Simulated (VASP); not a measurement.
# PbS (Fm-3m) in VASP: G0W0 quasiparticle levels with PBE

Aim: the G0W0 quasiparticle levels of PbS with PBE.

Program: VASP 6.6.1. These are calculated values, not measurements. Logs are shortened: lines on timing, memory, paths and dates and some standing lists are left out, and cuts for length are marked.

## Step 1: The cell of the first run

Symmetry: Fm-3m, No. 225, cubic system. The conventional cell has a = 5.915 Å, b = 5.915 Å, c = 5.915 Å, α = 90.00°, β = 90.00°, γ = 90.00°. Within 3.9 Å of Pb (site symmetry m-3m) lie 6 S at 2.96 Å. Within 3.9 Å of S (site symmetry m-3m) lie 6 Pb at 2.96 Å.

## Step 2: G0W0 quasiparticle levels, PBE

POSCAR reads:

```
PbS
1.0
    0.0000000000      2.9573603494      2.9573603494
    2.9573603494      0.0000000000      2.9573603494
    2.9573603494      2.9573603494      0.0000000000
Pb S
1 1
Direct
    0.0000000000      0.0000000000      0.0000000000
    0.5000000000      0.5000000000      0.5000000000
```

INCAR.step1 reads:

```
PREC = Accurate
ENCUT = 500
EDIFF = 1E-8
ISMEAR = 0
SIGMA = 0.01
LREAL = False
LASPH = True
NELM = 80
ALGO = Normal
LWAVE = True
LCHARG = False
GGA = PE
```

INCAR.step2 reads:

```
PREC = Accurate
ENCUT = 500
EDIFF = 1E-8
ISMEAR = 0
SIGMA = 0.01
LREAL = False
LASPH = True
NELM = 1
ALGO = Exact
LWAVE = True
LCHARG = False
GGA = PE
NBANDS = 226
LOPTICS = True
ISTART = 1
```

INCAR.step3 reads:

```
PREC = Accurate
ENCUT = 500
EDIFF = 1E-8
ISMEAR = 0
SIGMA = 0.01
LREAL = False
LASPH = True
ALGO = EVGW0
LWAVE = False
LCHARG = False
GGA = PE
NELMGW = 1
NBANDS = 226
ENCUTGW = 150.0
NOMEGA = 96
PRECFOCK = Fast
ISTART = 1
NBANDSGW = 19
OMEGAMAX = 30
```

KPOINTS reads:

```
regular mesh
0
Gamma
  4 4 4
```

Potentials or basis: VASP PAW PBE potentials, release 64 (Pb_d_GW, S_GW).

Launch:

```bash
$ cat potpaw_PBE.64/Pb_d_GW/POTCAR potpaw_PBE.64/S_GW/POTCAR > POTCAR
$ cp INCAR.step1 INCAR
$ mpirun -np 1 vasp_std > vasp.out
$ cp INCAR.step2 INCAR
$ mpirun -np 1 vasp_std > vasp.out
$ cp INCAR.step3 INCAR
$ mpirun -np 1 vasp_std > vasp.out
```

OUTCAR:

```text
PREC = Accurate
   ENCUT = 500
   EDIFF = 1E-8
   ISMEAR = 0
   LREAL = False
   LASPH = True
   GGA = PE
   NELMGW = 1
   ENCUTGW = 150.0
   PRECFOCK = Fast
   ISTART = 1

 ion  position               nearest neighbor table
   1  0.000  0.000  0.000-
   2  0.500  0.500  0.500-

  LATTYP: Found a face centered cubic cell.
 ALAT       =     5.9147206988

  Lattice vectors:

 A1 = (   0.0000000000,   2.9573603494,   2.9573603494)
 A2 = (   2.9573603494,   0.0000000000,   2.9573603494)
 A3 = (   2.9573603494,   2.9573603494,   0.0000000000)

Analysis of symmetry for initial positions (statically):
=====================================================================
 Subroutine PRICEL returns:
 Original cell was already a primitive cell.

 Routine SETGRP: Setting up the symmetry group for a
 face centered cubic supercell.

 Subroutine GETGRP returns: Found 48 space group operations
 (whereof 48 operations were pure point group operations)
 out of a pool of 48 trial point group operations.

The static configuration has the point symmetry O_h .

Analysis of symmetry for dynamics (positions and initial velocities):
=====================================================================
 Subroutine PRICEL returns:
 Original cell was already a primitive cell.

 Routine SETGRP: Setting up the symmetry group for a
 face centered cubic supercell.

 Subroutine GETGRP returns: Found 48 space group operations
 (whereof 48 operations were pure point group operations)
 out of a pool of 48 trial point group operations.

The dynamic configuration has the point symmetry O_h .

 Subroutine INISYM returns: Found 48 space group operations
 (whereof 48 operations are pure point group operations),
 and found     1 'primitive' translations

----------------------------------------------------------------------------------------

                                     Primitive cell

  volume of cell :      51.7300

  direct lattice vectors                    reciprocal lattice vectors
     0.000000000  2.957360349  2.957360349    -0.169069691  0.169069691  0.169069691
     2.957360349  0.000000000  2.957360349     0.169069691 -0.169069691  0.169069691
     2.957360349  2.957360349  0.000000000     0.169069691  0.169069691 -0.169069691
[... 40 lines left out ...]
            Coordinates               Weight
  0.000000  0.000000  0.000000      1.000000
  0.250000  0.000000  0.000000      8.000000
  0.500000  0.000000  0.000000      4.000000
  0.250000  0.250000  0.000000      6.000000
  0.500000  0.250000  0.000000     24.000000
 -0.250000  0.250000  0.000000     12.000000
  0.500000  0.500000  0.000000      3.000000
 -0.250000  0.500000  0.250000      6.000000
   k-points           NKPTS =      8   k-points in BZ     NKDIM =     64   number of bands    NBANDS=    226
   number of dos      NEDOS =    301   number of ions     NIONS =      2
   total plane-waves  NPLWV =  32768
   dimension x,y,z NGX =    32 NGY =   32 NGZ =   32
   dimension x,y,z NGXF=    64 NGYF=   64 NGZF=   64
   ions per type =               1   1
   NGX,Y,Z   is equivalent  to a cutoff of  12.72, 12.72, 12.72 a.u.
   NGXF,Y,Z  is equivalent  to a cutoff of  25.44, 25.44, 25.44 a.u.
 SYSTEM =  unknown system
   PREC   = accura    normal or accurate (medium, high low for compatibility)
   ISTART =      1    job   : 0-new  1-cont  2-samecut
   ICHARG =      0    charge: 1-file 2-atom 10-const
   ISPIN  =      1    spin polarized calculation?
   LNONCOLLINEAR =      F non collinear calculations
   LSORBIT =      F    spin-orbit coupling
   LASPH  =      T    aspherical Exc in radial PAW
   ENCUT  =  500.0 eV  36.75 Ry    6.06 a.u.   7.63  7.63  7.63*2*pi/ulx,y,z
   NELM   =     60;   NELMIN=  2; NELMDL=  0     # of ELM steps
   EDIFF  = 0.1E-07   stopping-criterion for ELM
   LREAL  =      F    real-space projection
   EDIFFG = 0.1E-06   stopping-criterion for IOM
   NSW    =      0    number of steps for IOM
   IBRION =     -1    ionic relax: 0-MD 1-quasi-New 2-CG
   NFREE  =      0    steps in history (QN), initial steepest desc. (CG)
   ISIF   =      0    stress and relaxation
   ISYM   =      3    0-nonsym 1-usesym 2-fastsym
   POTIM  = 0.5000    time-step for ionic-motion
   TEBEG  =    0.0;   TEEND  =   0.0 temperature during run
   PSTRESS=    0.0 pullay stress
   NELECT =      22.0000    total number of electrons
   NUPDOWN=      -1.0000    fix difference up-down
   EMIN   =  10.00;   EMAX   =-10.00  energy-range for DOS
   EFERMI =   0.00;   METHOD = LEGACY
   ISMEAR =     0;   SIGMA  =   0.01  broadening in eV -4-tet -1-fermi 0-gaus
   EFERMI_NEDOS =   21; number of points for ismear=-14 and -15
   IALGO  =     38    algorithm
   IMIX   =      4    mixing-type and parameters
     AMIX     =   0.40;   BMIX     =  1.00
     AMIX_MAG =   1.60;   BMIX_MAG =  1.00
  volume/ion in A,a.u.               =      25.87       174.55
  Fermi-wavevector in a.u.,A,eV,Ry     =   1.231123  2.326485 20.621862  1.515664
  Thomas-Fermi vector in A             =   2.365945
   LORBIT       =      0    0 simple, 1 ext, 2 COOP (PROOUT), +10 PAW based schemes
   GGA     = PE    functional components
   LHFCALC =     T    Hartree Fock is set to
   PRECFOCK=fast      Normal, Fast or Accurate (Low or Medium for compatibility)
   ENCUT4O =  -1.0   cutoff for four orbital integrals eV
   NKREDX  =     1    reduce k-point grid by
   NKREDY  =     1    reduce k-point grid by
   NKREDZ  =     1    reduce k-point grid by
   AEXX    =    1.0000 exact exchange contribution
   HFSCREEN=    0.0000 screening length (either q_TF or 0.3 A-1)
   HFSCREENC=   0.0000 screening length for correlation (either q_TF or 0.3 A-1)
   ENCUTFOCK=  -1.0 apply spherical cutoff to Coloumb kernel
   IVDW    =     0    specifies the selected vdW correction
   LEPSILON=     F    determine dielectric tensor
   LRPA    =     F    only Hartree local field effects (RPA)
   LRPAFORCE           =     F    calculate RPA forces
   ENCUTGW             = 150.0    cutoff for response function in eV
   ENCUTGWSOFT         = 120.0    soft cutoff for Coulomb kernel in GW response function in eV
   ENCUTLF             =  -1.0    cutoff for local field effects
   NELMGW              =     1    number of iterations in solving QP/BSE equation
   NELMHF              =     1    number of iterations in the inner HF iteration
   NKREDLFX            =     1    NKREDLFY  =   1   NKREDLFZ  =   1
 non-spin polarized calculation
 Gauss-broadening in eV      SIGMA  =   0.01
  energy-cutoff  :      500.00
  volume of cell :       51.73
 maximum number of plane-waves:      1363
 NGX is ok and might be reduce to    32
  NGX = 18; NGY = 18; NGZ = 18
   NGX = 15   NGY = 15   NGZ = 15
 maximum number of plane-waves:       228
 NGX is ok and might be reduce to    18

 QP shifts <psi_nk| G(iteration)W_0 |psi_nk>: iteration 1
 for sc-GW calculations column KS-energies equals QP-energies in previous step
 and V_xc(KS)=  KS-energies - (<T + V_ion + V_H > + <T+V_H+V_ion>^1  + <V_x>^1)

 k-point   1 :       0.0000    0.0000    0.0000
  band No.  KS-energies  QP-energies   sigma(KS)   V_xc(KS)     V^pw_x(r,r')   Z            occupation Imag(sigma)

      1    -135.5816    -158.5490     -28.0589       5.4428     -36.1698       0.6856       2.0000       0.6624
      2     -12.9195     -20.1160     -20.1744      -9.8465     -25.2222       0.6968       2.0000       0.2641
      3     -12.9195     -20.1160     -20.1744      -9.8465     -25.2222       0.6968       2.0000       0.2641
      4     -12.9195     -20.1160     -20.1744      -9.8465     -25.2222       0.6968       2.0000       0.2641
      5     -12.9032     -20.1410     -20.2298      -9.8877     -25.3361       0.6998       2.0000       0.2895
      6     -12.9032     -20.1410     -20.2298      -9.8877     -25.3361       0.6998       2.0000       0.2895
[... 159 lines left out ...]
      5     -12.9022     -20.1349     -20.2043      -9.8640     -25.2768       0.6995       2.0000       0.2819
      6     -12.8558     -20.1655     -20.2640      -9.8619     -25.3018       0.7027       2.0000       0.2634
[... 11 lines left out ...]
     18      15.9520      16.0641     -10.5416     -10.6920      -4.2244       0.7446       0.0000      -0.5805
     19      16.6625      16.5767     -11.3193     -11.2125      -5.0511       0.8038       0.0000      -0.7470
```

OUTCAR.step1:

```text
PREC = Accurate
   ENCUT = 500
   EDIFF = 1E-8
   ISMEAR = 0
   LREAL = False
[... 347 lines left out ...]
      0.00000      0.00000      0.00000        -0.000000     -0.000000     -0.000000
      2.95736      2.95736      2.95736         0.000000      0.000000      0.000000
 -----------------------------------------------------------------------------------
    total drift:                                0.000000     -0.000000     -0.000000

  FREE ENERGIE OF THE ION-ELECTRON SYSTEM (eV)
  ---------------------------------------------------
  free  energy   TOTEN  =        -8.7292615106 eV

  energy  without entropy=       -8.7292615106  energy(sigma->0) =       -8.72926151
```

It took 5.6 min on 1 thread of Intel Xeon 6975P-C (Granite Rapids), shared host; peak memory 0.68 GiB.

Results:

```
Quasiparticle gap                                   : 0.67 eV
Least direct quasiparticle gap                      : 0.67 eV
Band gap of the starting levels on the mesh         : 0.33 eV
Least direct gap of the starting levels on the mesh : 0.33 eV
```

Caveat: the k points lie up to 0.46 Å⁻¹ apart; bands, screening cutoff and mesh are small and nothing is extrapolated, so the quasiparticle values aren't converged; spin-orbit coupling is left out, which moves the levels of the heavy elements.
